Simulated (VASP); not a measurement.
# Ag in VASP: a series of runs

Aim: see how the results for Ag move with the level of theory and the settings. Levels: B3LYP, HSE06. Tasks: single point.

Everything below comes from runs of VASP 6.6.1. Logs are shortened: lines on timing, memory, paths and dates and some standing lists are left out, and cuts for length are marked.

### Step 1. The cell of the first run

The typed cell holds 1 atom: a = 2.800 Å, b = 2.889 Å, c = 2.889 Å, α = 106.94°, β = 107.29°, γ = 107.24°.

### Step 2. Single point, B3LYP

File POSCAR:

```
Ag
1.0
   -1.5538656824      1.6463308521      1.6471935211
    1.7152295782     -1.5603335791      1.7227301849
    1.7162297863      1.7215944803     -1.5608682294
Ag
1
Direct
    0.0000000000      0.0000000000      0.0000000000
```

File INCAR.step1:

```
SYSTEM = Ag
ALGO = Normal ; EDIFF = 1E-5
ENCUT = 400 ; GGA = PE
GGA_COMPAT = .FALSE. ; ISIF = 2
ISMEAR = -1 ; LASPH = .TRUE.
LCHARG = .FALSE. ; LREAL = .FALSE.
LWAVE = .TRUE. ; NBANDS = 12
NELM = 120 ; PREC = Accurate
SIGMA = 0.05
```

File INCAR.step2:

```
SYSTEM = Ag
AEXX = 0.2 ; AGGAC = 0.81
AGGAX = 0.72 ; ALDAC = 0.19
ALGO = Normal ; EDIFF = 1E-6
ENCUT = 400 ; GGA = B3
GGA_COMPAT = .FALSE. ; ISIF = 2
ISMEAR = -1 ; ISTART = 1
LASPH = .TRUE. ; LCHARG = .FALSE.
LHFCALC = .TRUE. ; LREAL = .FALSE.
LWAVE = .FALSE. ; NBANDS = 12
NELM = 120 ; PREC = Accurate
PRECFOCK = Normal ; SIGMA = 0.05
```

File KPOINTS:

```
k-points
0
G
  6 6 6
  0 0 0
```

Potentials or basis: VASP PAW PBE potentials, release 64 (Ag).

Command:

```bash
$ cat potpaw_PBE.64/Ag/POTCAR > POTCAR
$ cp INCAR.step1 INCAR
$ mpirun -np 1 vasp_std > vasp.out
$ cp INCAR.step2 INCAR
$ mpirun -np 1 vasp_std > vasp.out
```

OUTCAR:

```text
SYSTEM = Ag
   AEXX = 0.2
   EDIFF = 1E-6
   ENCUT = 400
   GGA = B3
   ISIF = 2
   ISMEAR = -1
   ISTART = 1
   LASPH = .TRUE.
   LHFCALC = .TRUE.
   LREAL = .FALSE.
   NELM = 120
   PREC = Accurate
   PRECFOCK = Normal

 ion  position               nearest neighbor table
   1  0.000  0.000  0.000-

  LATTYP: Found a triclinic cell.
 ALAT       =     2.8886766302
 B/A-ratio  =     1.5854628012
 C/A-ratio  =     1.0000712538
 COS(alpha) =     0.0021132496
 COS(beta)  =     0.2913690392
 COS(gamma) =     0.8118662933

  Lattice vectors:

 A1 = (  -1.7152295782,   1.5603335791,  -1.7227301849)
 A2 = (  -3.2690952606,   3.2066644312,  -0.0755366638)
 A3 = (   1.7162297863,   1.7215944803,  -1.5608682294)

Analysis of symmetry for initial positions (statically):
=====================================================================
 Subroutine PRICEL returns:
 Original cell was already a primitive cell.

 Routine SETGRP: Setting up the symmetry group for a
 triclinic supercell.

 Subroutine GETGRP returns: Found  2 space group operations
 (whereof  2 operations were pure point group operations)
 out of a pool of  2 trial point group operations.

The static configuration has the point symmetry S_2 .

Analysis of symmetry for dynamics (positions and initial velocities):
=====================================================================
 Subroutine PRICEL returns:
 Original cell was already a primitive cell.

 Routine SETGRP: Setting up the symmetry group for a
 triclinic supercell.

 Subroutine GETGRP returns: Found  2 space group operations
 (whereof  2 operations were pure point group operations)
 out of a pool of  2 trial point group operations.

The dynamic configuration has the point symmetry S_2 .

 Subroutine INISYM returns: Found  2 space group operations
 (whereof  2 operations are pure point group operations),
 and found     1 'primitive' translations

----------------------------------------------------------------------------------------

                                     Primitive cell

  volume of cell :      19.3743

  direct lattice vectors                    reciprocal lattice vectors
    -1.553865682  1.646330852  1.647193521    -0.027374734  0.290789023  0.290632761
     1.715229578 -1.560333579  1.722730185     0.279003161 -0.020727561  0.283911910
     1.716229786  1.721594480 -1.560868229     0.279047055  0.283994377 -0.020609031

  length of vectors
     2.799669682  2.888676630  2.888882459     0.412037660  0.398595494  0.398678814

  position of ions in fractional coordinates (direct lattice)
     0.000000000  0.000000000  0.000000000

  ion indices of the primitive-cell ions
   primitive index   ion index
                 1           1

----------------------------------------------------------------------------------------

 KPOINTS: k-points

Automatic generation of k-mesh.
 Grid dimensions read from file:
 generate k-points for:    6    6    6

 Generating k-lattice:

  Cartesian coordinates                     Fractional coordinates (reciprocal lattice)
    -0.004562456  0.048464837  0.048438793     0.166666667 -0.000000000  0.000000000
     0.046500527 -0.003454593  0.047318652     0.000000000  0.166666667  0.000000000
     0.046507842  0.047332396 -0.003434838     0.000000000  0.000000000  0.166666667

  Length of vectors
     0.068672943  0.066432582  0.066446469

  Shift w.r.t. Gamma in fractional coordinates (k-lattice)
     0.000000000  0.000000000  0.000000000

 Subroutine IBZKPT returns following result:
 ===========================================

 Found    112 irreducible k-points:

 Following reciprocal coordinates:
            Coordinates               Weight
  0.000000  0.000000  0.000000      1.000000
  0.166667  0.000000  0.000000      2.000000
  0.333333 -0.000000  0.000000      2.000000
  0.500000  0.000000  0.000000      1.000000
  0.000000  0.166667  0.000000      2.000000
  0.166667  0.166667  0.000000      2.000000
[... 16 lines left out ...]
  0.333333  0.000000  0.166667      2.000000
  0.500000  0.000000  0.166667      2.000000
 [... further k-points ...]
   k-points           NKPTS =    112   k-points in BZ     NKDIM =    216   number of bands    NBANDS=     12
   number of dos      NEDOS =    301   number of ions     NIONS =      1
   total plane-waves  NPLWV =   7200
   dimension x,y,z NGX =    18 NGY =   20 NGZ =   20
   dimension x,y,z NGXF=    36 NGYF=   40 NGZF=   40
   ions per type =               1
   NGX,Y,Z   is equivalent  to a cutoff of  10.69, 11.51, 11.51 a.u.
   NGXF,Y,Z  is equivalent  to a cutoff of  21.38, 23.02, 23.02 a.u.
 SYSTEM =  Ag
   PREC   = accura    normal or accurate (medium, high low for compatibility)
   ISTART =      1    job   : 0-new  1-cont  2-samecut
   ICHARG =      0    charge: 1-file 2-atom 10-const
   ISPIN  =      1    spin polarized calculation?
   LNONCOLLINEAR =      F non collinear calculations
   LSORBIT =      F    spin-orbit coupling
   LASPH  =      T    aspherical Exc in radial PAW
   ENCUT  =  400.0 eV  29.40 Ry    5.42 a.u.   4.57  4.71  4.71*2*pi/ulx,y,z
   NELM   =    120;   NELMIN=  2; NELMDL=  0     # of ELM steps
   EDIFF  = 0.1E-05   stopping-criterion for ELM
   LREAL  =      F    real-space projection
   EDIFFG = 0.1E-04   stopping-criterion for IOM
   NSW    =      0    number of steps for IOM
   IBRION =     -1    ionic relax: 0-MD 1-quasi-New 2-CG
   NFREE  =      0    steps in history (QN), initial steepest desc. (CG)
   ISIF   =      2    stress and relaxation
   ISYM   =      3    0-nonsym 1-usesym 2-fastsym
   POTIM  = 0.5000    time-step for ionic-motion
   TEBEG  =    0.0;   TEEND  =   0.0 temperature during run
   PSTRESS=    0.0 pullay stress
   NELECT =      11.0000    total number of electrons
   NUPDOWN=      -1.0000    fix difference up-down
   EMIN   =  10.00;   EMAX   =-10.00  energy-range for DOS
   EFERMI =   0.00;   METHOD = LEGACY
   ISMEAR =    -1;   SIGMA  =   0.05  broadening in eV -4-tet -1-fermi 0-gaus
   EFERMI_NEDOS =   21; number of points for ismear=-14 and -15
   IALGO  =     38    algorithm
   IMIX   =      1    mixing-type and parameters
     AMIX     =   0.40;   BMIX     =  1.00
     AMIX_MAG =   1.60;   BMIX_MAG =  1.00
  volume/ion in A,a.u.               =      19.37       130.74
  Fermi-wavevector in a.u.,A,eV,Ry     =   1.355595  2.561703 25.002587  1.837638
  Thomas-Fermi vector in A             =   2.482669
   LORBIT       =      0    0 simple, 1 ext, 2 COOP (PROOUT), +10 PAW based schemes
   GGA     = B3    functional components
   LHFCALC =     T    Hartree Fock is set to
   PRECFOCK=normal    Normal, Fast or Accurate (Low or Medium for compatibility)
   ENCUT4O =  -1.0   cutoff for four orbital integrals eV
   NKREDX  =     1    reduce k-point grid by
   NKREDY  =     1    reduce k-point grid by
   NKREDZ  =     1    reduce k-point grid by
   AEXX    =    0.2000 exact exchange contribution
   HFSCREEN=    0.0000 screening length (either q_TF or 0.3 A-1)
   HFSCREENC=   0.0000 screening length for correlation (either q_TF or 0.3 A-1)
   ENCUTFOCK=  -1.0 apply spherical cutoff to Coloumb kernel
   IVDW    =     0    specifies the selected vdW correction
   LEPSILON=     F    determine dielectric tensor
   LRPA    =     F    only Hartree local field effects (RPA)
 non-spin polarized calculation
  energy-cutoff  :      400.00
  volume of cell :       19.37
 maximum number of plane-waves:       363
  NGX = 14; NGY = 16; NGZ = 16

 number of electron      10.9999993 magnetization

 Free energy of the ion-electron system (eV)
  ---------------------------------------------------
  ext. energy  EPLUGINS =         0.00000000
  ---------------------------------------------------
  free energy    TOTEN  =        -2.39160249 eV

  energy without entropy =       -2.39154902  energy(sigma->0) =       -2.39157576

 E-fermi :   7.2260     XC(G=0):  -9.1329

 val. band max:        6.9719537844   @ k =   0.5000   0.0000   0.0000
 cond. band min:       7.5196657869   @ k =   0.5000   0.1667   0.1667
 fundamental gap:      0.5477120025
 Fermi energy:         7.2259531545

 k-point     1 :       0.0000    0.0000    0.0000
  band No.  band energies     occupation
      1      -0.8914      2.00000
      2       0.5359      2.00000
      3       0.7032      2.00000
      4       1.4919      2.00000
      5       2.1412      2.00000
      6       2.1804      2.00000
      7      24.3172      0.00000
      8      24.9383      0.00000
      9      27.1558      0.00000
     10      28.0962      0.00000
     11      30.2737      0.00000
     12      30.7916      0.00000

 k-point     2 :       0.1667    0.0000    0.0000
  band No.  band energies     occupation
      1      -0.1217      2.00000
      2       0.5911      2.00000
      3       0.8863      2.00000
      4       1.6697      2.00000
      5       2.0799      2.00000
      6       2.1276      2.00000
      7      21.9220      0.00000
      8      23.9155      0.00000
      9      25.3340      0.00000
     10      26.7678      0.00000
     11      29.0432      0.00000
     12      29.5070      0.00000

 k-point     3 :       0.3333   -0.0000    0.0000
  band No.  band energies     occupation
      1       0.0472      2.00000
      2       0.3277      2.00000
      3       2.0935      2.00000
      4       2.1800      2.00000
      5       2.3836      2.00000
      6       3.5044      2.00000
      7      15.4481      0.00000
      8      22.0607      0.00000
      9      23.0325      0.00000
     10      26.8547      0.00000
     11      27.8220      0.00000
     12      32.2369      0.00000

 k-point     4 :       0.5000    0.0000    0.0000
  band No.  band energies     occupation
      1      -0.1561      2.00000
      2       0.1852      2.00000
      3       2.1658      2.00000
      4       2.2397      2.00000
      5       2.8830      2.00000
      6       6.9720      1.98764
      7      10.8293      0.00000
      8      21.1382      0.00000
      9      21.6859      0.00000
     10      27.0851      0.00000
     11      27.9122      0.00000
     12      33.0172      0.00000

 k-point     5 :       0.0000    0.1667    0.0000
  band No.  band energies     occupation
      1      -0.2330      2.00000
      2       0.4788      2.00000
      3       0.9308      2.00000
      4       1.7118      2.00000
      5       2.0950      2.00000
      6       2.1924      2.00000
      7      20.7323      0.00000
      8      24.1927      0.00000
      9      26.3658      0.00000
     10      26.7983      0.00000
     11      28.9731      0.00000
     12      30.0920      0.00000
[... 228 lines left out ...]
      1      -0.2325      2.00000
      2       0.4770      2.00000
      3       0.9317      2.00000
      4       1.7115      2.00000
      5       2.0971      2.00000
      6       2.1914      2.00000
      7      20.7397      0.00000
      8      24.1871      0.00000
      9      26.3596      0.00000
     10      26.7918      0.00000
     11      28.9622      0.00000
     12      30.1015      0.00000

 k-point    22 :       0.1667    0.0000    0.1667
  band No.  band energies     occupation
      1       0.3065      2.00000
      2       0.6275      2.00000
      3       1.0072      2.00000
      4       1.9804      2.00000
      5       2.2591      2.00000
      6       2.9820      2.00000
      7      18.5037      0.00000
      8      19.7769      0.00000
      9      22.8561      0.00000
     10      27.8166      0.00000
     11      29.8683      0.00000
     12      32.3368      0.00000

 k-point    23 :       0.3333    0.0000    0.1667
  band No.  band energies     occupation
      1       0.1480      2.00000
      2       0.4719      2.00000
      3       1.7756      2.00000
      4       2.0573      2.00000
      5       2.4406      2.00000
      6       6.2341      2.00000
      7      13.5722      0.00000
      8      17.5584      0.00000
      9      21.7662      0.00000
     10      27.7748      0.00000
     11      31.1328      0.00000
     12      32.2480      0.00000

 k-point    24 :       0.5000    0.0000    0.1667
  band No.  band energies     occupation
      1       0.1259      2.00000
      2       0.4393      2.00000
      3       1.7666      2.00000
      4       2.1027      2.00000
      5       2.4678      2.00000
      6       7.7569      0.00005
      7      12.3812      0.00000
      8      18.2395      0.00000
      9      22.0292      0.00000
     10      27.2613      0.00000
     11      31.3252      0.00000
     12      31.5675      0.00000

 [... further k-points ...]

------------------------ aborting loop because EDIFF is reached ----------------------------------------

  FORCE on cell =-STRESS in cart. coord.  units (eV):
  Direction    XX          YY          ZZ          XY          YZ          ZX
  --------------------------------------------------------------------------------------
  -------------------------------------------------------------------------------------
  Total       -0.0351069     -0.0350034     -0.0370282     -0.0069127     -0.0003813     -0.0063597
  in kB       -2.9031938     -2.8946379     -3.0620743     -0.5716536     -0.0315342     -0.5259169
  external PRESSURE =      -2.9533020 kB  Pullay stress =       0.0000000 kB

 VOLUME and BASIS-vectors are now :
 -----------------------------------------------------------------------------
  energy-cutoff  :      400.00
  volume of cell :       19.37
      direct lattice vectors                 reciprocal lattice vectors
    -1.553865682  1.646330852  1.647193521    -0.027374734  0.290789023  0.290632761
     1.715229578 -1.560333579  1.722730185     0.279003161 -0.020727561  0.283911910
     1.716229786  1.721594480 -1.560868229     0.279047055  0.283994377 -0.020609031

 POSITION                                       TOTAL-FORCE (eV/Angst)
 -----------------------------------------------------------------------------------
      0.00000      0.00000      0.00000         0.000000     -0.000000     -0.000000
 -----------------------------------------------------------------------------------
    total drift:                                0.000000     -0.000000     -0.000000

  FREE ENERGIE OF THE ION-ELECTRON SYSTEM (eV)
  ---------------------------------------------------
  free  energy   TOTEN  =        -2.3916024877 eV

  energy  without entropy=       -2.3915490248  energy(sigma->0) =       -2.39157576
```

Run time: 63 min. Hardware: 1 thread of AMD EPYC 7R43 (Zen 3), shared host; peak memory 0.11 GiB.

What came out:

* Free energy: -2.3916 eV
* Pressure: -0.3 GPa
* Band gap on the k mesh: zero (an odd number of electrons rules out a gap without spin polarisation)

Stress tensor (GPa, compression positive):
```
-0.29 -0.06 -0.05
-0.06 -0.29  0.00
-0.05  0.00 -0.31
```

Levels at points of the mesh, in eV from the Fermi level:
```tsv
k point	band 3	band 4	band 5	band 6	band 7	band 8
(0.00, 0.00, 0.00)	-6.52	-5.73	-5.08	-5.05	17.09	17.71
(0.50, 0.00, 0.00)	-5.06	-4.99	-4.34	-0.25	3.60	13.91
(0.00, 0.50, 0.00)	-5.07	-4.91	-4.43	-0.71	2.85	14.09
(0.50, 0.50, 0.00)	-5.24	-5.19	-4.00	1.04	4.89	11.75
(0.00, 0.00, 0.50)	-5.07	-4.91	-4.43	-0.71	2.85	14.09
(0.50, 0.00, 0.50)	-5.24	-5.20	-4.00	1.04	4.88	11.76
(0.00, 0.50, 0.50)	-5.09	-5.06	-4.09	0.84	4.53	11.12
(0.50, 0.50, 0.50)	-4.93	-4.26	-4.09	6.88	7.34	7.62
```

Caveat: the k points lie up to 0.43 Å⁻¹ apart, too coarse for converged energies and pressures of a metal; the PAW data sets were made with another functional, which shifts forces and pressure a little.

### Step 3. Single point, HSE06

This run uses another cell than the first one, of 18.12 Å³/atom.

File POSCAR:

```
Ag
1.0
   -1.5518059089      1.6181766917      1.6182548370
    1.6782135288     -1.5466202793      1.6729436773
    1.6790582635      1.6729274121     -1.5463746410
Ag
1
Direct
    0.0000000000      0.0000000000      0.0000000000
```

File INCAR.step1:

```
SYSTEM = Ag
  PREC = Accurate
  ENCUT = 400
  EDIFF = 1E-5
  ISMEAR = -1
  SIGMA = 0.05
  LREAL = .False.
  LASPH = .True.
  NELM = 120
  ALGO = Normal
  ISIF = 2
  LWAVE = .True.
  LCHARG = .False.
  NBANDS = 12
  GGA = PE
  GGA_COMPAT = .False.
```

File INCAR.step2:

```
SYSTEM = Ag
  PREC = Accurate
  ENCUT = 400
  EDIFF = 1E-6
  ISMEAR = -1
  SIGMA = 0.05
  LREAL = .False.
  LASPH = .True.
  NELM = 120
  ALGO = Normal
  ISIF = 2
  LWAVE = .False.
  LCHARG = .False.
  GGA = PE
  LHFCALC = .True.
  HFSCREEN = 0.2079
  PRECFOCK = Normal
  NBANDS = 12
  ISTART = 1
  GGA_COMPAT = .False.
```

File KPOINTS:

```
Automatic mesh
0
Gamma
  6 6 6
  0 0 0
```

Potentials or basis: VASP PAW PBE potentials, release 64 (Ag).

Command:

```bash
$ cat potpaw_PBE.64/Ag/POTCAR > POTCAR
$ cp INCAR.step1 INCAR
$ mpirun -np 1 vasp_std > vasp.out
$ cp INCAR.step2 INCAR
$ mpirun -np 1 vasp_std > vasp.out
```

It took 74 min on 1 thread of AMD EPYC, shared host; peak memory 0.2 GiB.

Results (log left out):

```yaml
Free_energy: -2.7484 eV
Pressure: -0.4 GPa
Band_gap_on_the_k_mesh: zero (an odd number of electrons rules out a gap without spin polarisation)
```

Levels at points of the mesh, in eV from the Fermi level:
| k point | band 3 | band 4 | band 5 | band 6 | band 7 | band 8 |
| --- | --- | --- | --- | --- | --- | --- |
| (0.00, 0.00, 0.00) | -6.45 | -5.71 | -4.93 | -4.86 | 17.46 | 18.07 |
| (0.50, 0.00, 0.00) | -4.85 | -4.74 | -4.00 | -0.20 | 4.00 | 14.00 |
| (0.00, 0.50, 0.00) | -4.91 | -4.69 | -4.09 | -0.59 | 3.38 | 14.34 |
| (0.50, 0.50, 0.00) | -5.05 | -4.97 | -3.70 | 0.55 | 5.07 | 12.49 |
| (0.00, 0.00, 0.50) | -4.91 | -4.69 | -4.09 | -0.59 | 3.38 | 14.35 |
| (0.50, 0.00, 0.50) | -5.05 | -4.97 | -3.70 | 0.55 | 5.06 | 12.49 |
| (0.00, 0.50, 0.50) | -4.90 | -4.84 | -3.77 | 0.43 | 4.86 | 11.90 |
| (0.50, 0.50, 0.50) | -4.59 | -3.97 | -3.83 | 7.01 | 7.55 | 7.69 |

Caveat: the k points lie up to 0.44 Å⁻¹ apart, too coarse for converged energies and pressures of a metal; the PAW data sets were made with another functional, which shifts forces and pressure a little.
